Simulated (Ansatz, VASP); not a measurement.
**GaS5 in VASP and in Ansatz**

INCAR

```
PREC = Accurate
ENCUT = 600
EDIFF = 1E-6
ISMEAR = 0
SIGMA = 0.2
LREAL = False
LASPH = True
NELM = 60
ALGO = Normal
ISIF = 3
LWAVE = False
LCHARG = False
GGA = PE
IBRION = 2
NSW = 36
EDIFFG = -0.08
```

KPOINTS

```
regular mesh
0
Gamma
  3 3 3
```

Contents of POSCAR:

```
GaS5
1.0
    3.2833175500     -4.4713622000      0.0000000000
    3.2833175500      4.4713622000      0.0000000000
    0.0000000000      0.0000000000      5.4970448500
Ga S
1 5
Direct
    0.0000000000      0.0000000000      0.0000000000
    0.0000000000      0.5000000000      0.5000000000
    0.5000000000      0.0000000000      0.5000000000
    0.0000000000      0.5000000000      0.0000000000
    0.5000000000      0.0000000000      0.0000000000
    0.0000000000      0.0000000000      0.5000000000
```

Input for Ansatz:

```yaml
crystal:
  lattice:
    - [3.28331755, -4.4713622, 0.0]
    - [3.28331755, 4.4713622, 0.0]
    - [0.0, 0.0, 5.49704485]
  atoms:
    - { symbol: Ga, position: [0.0, 0.0, 0.0] }
    - { symbol: S, position: [0.0, 0.5, 0.5] }
    - { symbol: S, position: [0.5, 0.0, 0.5] }
    - { symbol: S, position: [0.0, 0.5, 0.0] }
    - { symbol: S, position: [0.5, 0.0, 0.0] }
    - { symbol: S, position: [0.0, 0.0, 0.5] }
basis:
  ecutwfc: 420
kpoints:
  mp_grid: { grid: [3, 3, 3] }
hamiltonian:
  xc: pbe
scf:
  occupations: { method: gaussian, width: 0.2 }
  lower_state_search: "off"
output:
  forces: true
  stress: true
  eigenvalues: true
relax:
  adjacent_minimum: "off"
  f_tol: 0.08
  max_steps: 16
  cell: { stress_tol: 0.8 }
```

Alike in both runs: task relaxation of cell and atoms; functional PBE; k mesh 3 × 3 × 3; occupations gaussian, width 0.2 eV; no spin polarisation.

```csv
,VASP,Ansatz
version,VASP 6.6.1,Ansatz 0.2.0
potentials or method,"VASP PAW PBE potentials, release 64 (Ga_d, S), cutoff 600 eV","scalar-relativistic, plane waves, PAW"
valence electrons in the cell,43,43
```

```csv
,VASP,Ansatz,Ansatz less VASP
"gap on the k mesh at the Fermi level, each at its own relaxed structure (eV)",none,none,-
relaxed volume (Å³/atom),23.06,23.05,-0.003
relaxed length of the cell vector where the two differ most in proportion (Å),4.427,4.437,+0.0094
```

A gap of «none» marks a metal or a gap that the smearing closes.

The k mesh is coarse, so the values compare programs but aren't converged.
